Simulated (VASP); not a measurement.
# FeSi2 (P4/mmm) in VASP: further runs

FeSi2 is run at these levels: PBEsol; tasks: single point, relaxation of shape and atoms at fixed volume.

Program: VASP 6.6.1. These are calculated values, not measurements. Logs are shortened: lines on timing, memory, paths and dates and some standing lists are left out, and cuts for length are marked.

## 1. The cell of the first run

The structure is tetragonal, space group P4/mmm (No. 123). Conventional cell: a = 2.736 Å, b = 2.736 Å, c = 5.178 Å, α = 90.00°, β = 90.00°, γ = 90.00°. Fe (site symmetry 4/mmm) has 8 Si at 2.39 Å and 4 Fe at 2.74 Å within 3.2 Å. Si (site symmetry 4mm) has 6 Si at 2.38 to 2.80 Å and 4 Fe at 2.39 Å within 3.1 Å.

## 2. Single point, PBEsol (volume scaled by 1.06, then relaxed in part)

INCAR

```
ALGO = Normal
EDIFF = 1E-6
ENCUT = 520
GGA = PS
ISIF = 2
ISMEAR = 0
LASPH = T
LCHARG = F
LREAL = F
LWAVE = F
NBANDS = 15
NELM = 60
PREC = Accurate
SIGMA = 0.1
```

KPOINTS

```
k-points
0
Gamma
  16 16 8
```

POSCAR

```
FeSi2
1.0
    2.7361840419      0.0000000000      0.0000000000
    0.0000000000      2.7361840419      0.0000000000
    0.0000000000      0.0000000000      5.1783391339
Fe Si
1 2
Direct
    0.0000000000      0.0000000000      0.0000000000
    0.5000000000      0.5000000000      0.2699954460
    0.5000000000      0.5000000000      0.7300045540
```

Potentials or basis: VASP PAW PBE potentials, release 64 (Fe, Si).

Started as:

```
cat potpaw_PBE.64/Fe/POTCAR potpaw_PBE.64/Si/POTCAR > POTCAR
mpirun -np 1 vasp_std > vasp.out
```

OUTCAR:

```text
EDIFF = 1E-6
   ENCUT = 520
   GGA = PS
   ISIF = 2
   ISMEAR = 0
   LASPH = T
   LREAL = F
   NELM = 60
   PREC = Accurate

 ion  position               nearest neighbor table
   1  0.000  0.000  0.000-   2 2.39   3 2.39   2 2.39   3 2.39   2 2.39   3 2.39   2 2.39   3 2.39

   2  0.500  0.500  0.270-   3 2.38   1 2.39   1 2.39   1 2.39   1 2.39   3 2.80
   3  0.500  0.500  0.730-   2 2.38   1 2.39   1 2.39   1 2.39   1 2.39   2 2.80

  LATTYP: Found a simple tetragonal cell.
 ALAT       =     2.7361840419
 C/A-ratio  =     1.8925405070

  Lattice vectors:

 A1 = (   2.7361840419,   0.0000000000,   0.0000000000)
 A2 = (   0.0000000000,   2.7361840419,   0.0000000000)
 A3 = (   0.0000000000,   0.0000000000,   5.1783391339)

Analysis of symmetry for initial positions (statically):
=====================================================================
 Subroutine PRICEL returns:
 Original cell was already a primitive cell.

 Routine SETGRP: Setting up the symmetry group for a
 simple tetragonal supercell.

 Subroutine GETGRP returns: Found 16 space group operations
 (whereof 16 operations were pure point group operations)
 out of a pool of 16 trial point group operations.

The static configuration has the point symmetry D_4h.

Analysis of symmetry for dynamics (positions and initial velocities):
=====================================================================
 Subroutine PRICEL returns:
 Original cell was already a primitive cell.

 Routine SETGRP: Setting up the symmetry group for a
 simple tetragonal supercell.

 Subroutine GETGRP returns: Found 16 space group operations
 (whereof 16 operations were pure point group operations)
 out of a pool of 16 trial point group operations.

The dynamic configuration has the point symmetry D_4h.

 Subroutine INISYM returns: Found 16 space group operations
 (whereof 16 operations are pure point group operations),
 and found     1 'primitive' translations

----------------------------------------------------------------------------------------

                                     Primitive cell

  volume of cell :      38.7687

  direct lattice vectors                    reciprocal lattice vectors
     2.736184042  0.000000000  0.000000000     0.365472492  0.000000000  0.000000000
     0.000000000  2.736184042  0.000000000     0.000000000  0.365472492  0.000000000
     0.000000000  0.000000000  5.178339134     0.000000000  0.000000000  0.193112111

  length of vectors
     2.736184042  2.736184042  5.178339134     0.365472492  0.365472492  0.193112111

  position of ions in fractional coordinates (direct lattice)
     0.000000000  0.000000000  0.000000000
     0.500000000  0.500000000  0.269995446
     0.500000000  0.500000000  0.730004554

  ion indices of the primitive-cell ions
   primitive index   ion index
                 1           1
                 2           2
                 3           3

----------------------------------------------------------------------------------------

 KPOINTS: k-points

Automatic generation of k-mesh.
 Grid dimensions read from file:
 generate k-points for:   16   16    8

 Generating k-lattice:

  Cartesian coordinates                     Fractional coordinates (reciprocal lattice)
     0.022842031  0.000000000  0.000000000     0.062500000  0.000000000  0.000000000
     0.000000000  0.022842031  0.000000000     0.000000000  0.062500000  0.000000000
     0.000000000  0.000000000  0.024139014     0.000000000  0.000000000  0.125000000

  Length of vectors
     0.022842031  0.022842031  0.024139014

  Shift w.r.t. Gamma in fractional coordinates (k-lattice)
     0.000000000  0.000000000  0.000000000

 Subroutine IBZKPT returns following result:
 ===========================================

 Found    225 irreducible k-points:

 Following reciprocal coordinates:
            Coordinates               Weight
  0.000000  0.000000  0.000000      1.000000
  0.062500  0.000000  0.000000      4.000000
  0.125000  0.000000  0.000000      4.000000
  0.187500  0.000000  0.000000      4.000000
  0.250000  0.000000  0.000000      4.000000
  0.312500  0.000000  0.000000      4.000000
[... 16 lines left out ...]
  0.437500  0.125000  0.000000      8.000000
  0.500000  0.125000  0.000000      4.000000
 [... further k-points ...]
   k-points           NKPTS =    225   k-points in BZ     NKDIM =    225   number of bands    NBANDS=     15
   number of dos      NEDOS =    301   number of ions     NIONS =      3
   total plane-waves  NPLWV =  16000
   dimension x,y,z NGX =    20 NGY =   20 NGZ =   40
   dimension x,y,z NGXF=    40 NGYF=   40 NGZF=   80
   ions per type =               1   2
   NGX,Y,Z   is equivalent  to a cutoff of  12.15, 12.15, 12.84 a.u.
   NGXF,Y,Z  is equivalent  to a cutoff of  24.30, 24.30, 25.68 a.u.
 SYSTEM =  unknown system
   PREC   = accura    normal or accurate (medium, high low for compatibility)
   ISTART =      0    job   : 0-new  1-cont  2-samecut
   ICHARG =      2    charge: 1-file 2-atom 10-const
   ISPIN  =      1    spin polarized calculation?
   LNONCOLLINEAR =      F non collinear calculations
   LSORBIT =      F    spin-orbit coupling
   LASPH  =      T    aspherical Exc in radial PAW
   ENCUT  =  520.0 eV  38.22 Ry    6.18 a.u.   5.09  5.09  9.63*2*pi/ulx,y,z
   NELM   =     60;   NELMIN=  2; NELMDL= -5     # of ELM steps
   EDIFF  = 0.1E-05   stopping-criterion for ELM
   LREAL  =      F    real-space projection
   EDIFFG = 0.1E-04   stopping-criterion for IOM
   NSW    =      0    number of steps for IOM
   IBRION =     -1    ionic relax: 0-MD 1-quasi-New 2-CG
   NFREE  =      0    steps in history (QN), initial steepest desc. (CG)
   ISIF   =      2    stress and relaxation
   ISYM   =      2    0-nonsym 1-usesym 2-fastsym
   POTIM  = 0.5000    time-step for ionic-motion
   TEBEG  =    0.0;   TEEND  =   0.0 temperature during run
   PSTRESS=    0.0 pullay stress
   NELECT =      16.0000    total number of electrons
   NUPDOWN=      -1.0000    fix difference up-down
   EMIN   =  10.00;   EMAX   =-10.00  energy-range for DOS
   EFERMI =   0.00;   METHOD = LEGACY
   ISMEAR =     0;   SIGMA  =   0.10  broadening in eV -4-tet -1-fermi 0-gaus
   EFERMI_NEDOS =   21; number of points for ismear=-14 and -15
   IALGO  =     38    algorithm
   IMIX   =      4    mixing-type and parameters
     AMIX     =   0.40;   BMIX     =  1.00
     AMIX_MAG =   1.60;   BMIX_MAG =  1.00
  volume/ion in A,a.u.               =      12.92        87.21
  Fermi-wavevector in a.u.,A,eV,Ry     =   1.218862  2.303315 20.213142  1.485624
  Thomas-Fermi vector in A             =   2.354134
   LORBIT       =      0    0 simple, 1 ext, 2 COOP (PROOUT), +10 PAW based schemes
   GGA     = PS    functional components
   LHFCALC =     F    Hartree Fock is set to
   AEXX    =    0.0000 exact exchange contribution
   IVDW    =     0    specifies the selected vdW correction
   LEPSILON=     F    determine dielectric tensor
   LRPA    =     F    only Hartree local field effects (RPA)
 non-spin polarized calculation
 Gauss-broadening in eV      SIGMA  =   0.10
  energy-cutoff  :      520.00
  volume of cell :       38.77
 maximum number of plane-waves:      1068
   NGX = 11   NGY = 11   NGZ = 19

 number of electron      15.9999991 magnetization

 Free energy of the ion-electron system (eV)
  ---------------------------------------------------
  ext. energy  EPLUGINS =         0.00000000
  ---------------------------------------------------
  free energy    TOTEN  =       -21.88700937 eV

  energy without entropy =      -21.88105740  energy(sigma->0) =      -21.88403339

 E-fermi :   9.3059     XC(G=0): -11.8569

 val. band max:        9.3002214746   @ k =   0.4375   0.4375   0.1250
 cond. band min:       9.3225322547   @ k =   0.5000   0.2500   0.0000
 fundamental gap:      0.0223107800
 Fermi energy:         9.3058934529

 k-point     1 :       0.0000    0.0000    0.0000
  band No.  band energies     occupation
      1      -4.2654      2.00000
      2       0.3781      2.00000
      3       1.6483      2.00000
      4       5.9308      2.00000
      5       7.8106      2.00000
      6       7.8601      2.00000
      7       7.8601      2.00000
      8       8.6540      2.00000
      9      13.5429      0.00000
     10      13.5429      0.00000
     11      15.7454      0.00000
     12      16.3804      0.00000
     13      17.1664      0.00000
     14      17.4513      0.00000
     15      18.3844      0.00000

 k-point     2 :       0.0625    0.0000    0.0000
  band No.  band energies     occupation
      1      -4.1892      2.00000
      2       0.4326      2.00000
      3       1.7212      2.00000
      4       5.9276      2.00000
      5       7.7964      2.00000
      6       7.8048      2.00000
      7       7.8745      2.00000
      8       8.5851      2.00000
      9      12.7461      0.00000
     10      13.6521      0.00000
     11      15.8311      0.00000
     12      16.5660      0.00000
     13      16.7357      0.00000
     14      17.5844      0.00000
     15      18.4065      0.00000

 k-point     3 :       0.1250    0.0000    0.0000
  band No.  band energies     occupation
      1      -3.9618      2.00000
      2       0.5938      2.00000
      3       1.9377      2.00000
      4       5.8900      2.00000
      5       7.6140      2.00000
      6       7.7670      2.00000
      7       7.9160      2.00000
      8       8.4006      2.00000
      9      11.3946      0.00000
     10      13.9609      0.00000
     11      15.2676      0.00000
     12      16.1121      0.00000
     13      16.8250      0.00000
     14      17.8069      0.00000
     15      18.4715      0.00000

 k-point     4 :       0.1875    0.0000    0.0000
  band No.  band energies     occupation
      1      -3.5867      2.00000
      2       0.8547      2.00000
      3       2.2916      2.00000
      4       5.7119      2.00000
      5       7.3345      2.00000
      6       7.6387      2.00000
      7       7.9789      2.00000
      8       8.1503      2.00000
      9      10.2456      0.00000
     10      14.0108      0.00000
     11      14.4284      0.00000
     12      16.0926      0.00000
     13      16.5217      0.00000
     14      17.0973      0.00000
     15      18.5760      0.00000
[... 307 lines left out ...]
 k-point    22 :       0.3750    0.1250    0.0000
  band No.  band energies     occupation
      1      -1.4129      2.00000
      2       2.2585      2.00000
      3       3.4221      2.00000
      4       4.1535      2.00000
      5       6.0140      2.00000
      6       7.0715      2.00000
      7       7.3374      2.00000
      8       8.4494      2.00000
      9       9.3673      0.38537
     10      11.2711      0.00000
     11      12.5908      0.00000
     12      13.7223      0.00000
     13      16.8367      0.00000
     14      18.6299      0.00000
     15      18.8486      0.00000

 k-point    23 :       0.4375    0.1250    0.0000
  band No.  band energies     occupation
      1      -0.6677      2.00000
      2       2.4302      2.00000
      3       2.6139      2.00000
      4       4.6754      2.00000
      5       5.6930      2.00000
      6       6.7646      2.00000
      7       7.3807      2.00000
      8       8.5401      2.00000
      9       9.3857      0.25920
     10      10.7668      0.00000
     11      11.8889      0.00000
     12      14.1723      0.00000
     13      17.0391      0.00000
     14      18.1912      0.00000
     15      19.5805      0.00000

 k-point    24 :       0.5000    0.1250    0.0000
  band No.  band energies     occupation
      1      -0.2593      2.00000
      2       1.9317      2.00000
      3       2.7612      2.00000
      4       4.9187      2.00000
      5       5.5584      2.00000
      6       6.6034      2.00000
      7       7.4016      2.00000
      8       8.5756      2.00000
      9       9.3982      0.19158
     10      10.5915      0.00000
     11      11.6429      0.00000
     12      14.3674      0.00000
     13      17.1197      0.00000
     14      17.9574      0.00000
     15      19.8962      0.00000

 [... further k-points ...]

------------------------ aborting loop because EDIFF is reached ----------------------------------------

  FORCE on cell =-STRESS in cart. coord.  units (eV):
  Direction    XX          YY          ZZ          XY          YZ          ZX
  --------------------------------------------------------------------------------------
  -------------------------------------------------------------------------------------
  Total       -2.3384798     -2.3384798     -2.3183933      0.0000000      0.0000000      0.0000000
  in kB      -96.6413764    -96.6413764    -95.8112709      0.0000000      0.0000000      0.0000000
  external PRESSURE =     -96.3646746 kB  Pullay stress =       0.0000000 kB

 VOLUME and BASIS-vectors are now :
 -----------------------------------------------------------------------------
  energy-cutoff  :      520.00
  volume of cell :       38.77
      direct lattice vectors                 reciprocal lattice vectors
     2.736184042  0.000000000  0.000000000     0.365472492  0.000000000  0.000000000
     0.000000000  2.736184042  0.000000000     0.000000000  0.365472492  0.000000000
     0.000000000  0.000000000  5.178339134     0.000000000  0.000000000  0.193112111

 POSITION                                       TOTAL-FORCE (eV/Angst)
 -----------------------------------------------------------------------------------
      0.00000      0.00000      0.00000         0.000000      0.000000      0.000000
      1.36809      1.36809      1.39813         0.000000     -0.000000      0.010612
      1.36809      1.36809      3.78021         0.000000      0.000000     -0.010612
 -----------------------------------------------------------------------------------
    total drift:                                0.000000      0.000000      0.000000

  FREE ENERGIE OF THE ION-ELECTRON SYSTEM (eV)
  ---------------------------------------------------
  free  energy   TOTEN  =       -21.8870093692 eV

  energy  without entropy=      -21.8810574019  energy(sigma->0) =      -21.88403339
```

Run time: 72 s. Hardware: 1 thread of Intel Xeon 6975P-C, shared host; peak memory 0.25 GiB.

What came out:

* Free energy: -21.8870 eV
* Pressure: -9.6 GPa
* Largest force: 0.011 eV/Å
* Band gap on the k mesh: zero (band 8 reaches 9.40 eV, above the bottom of band 9 at 9.14 eV)

Forces on the atoms (eV/Å):
```
Fe   0.000  0.000  0.000
Si   0.000  0.000  0.011
Si   0.000  0.000 -0.011
```

Stress tensor (GPa, compression positive):
```
-9.66  0.00  0.00
 0.00 -9.66  0.00
 0.00  0.00 -9.58
```

Caveat: the PAW data sets were made with another functional, which shifts forces and pressure a little.

(Continued in part 2 of 2.)
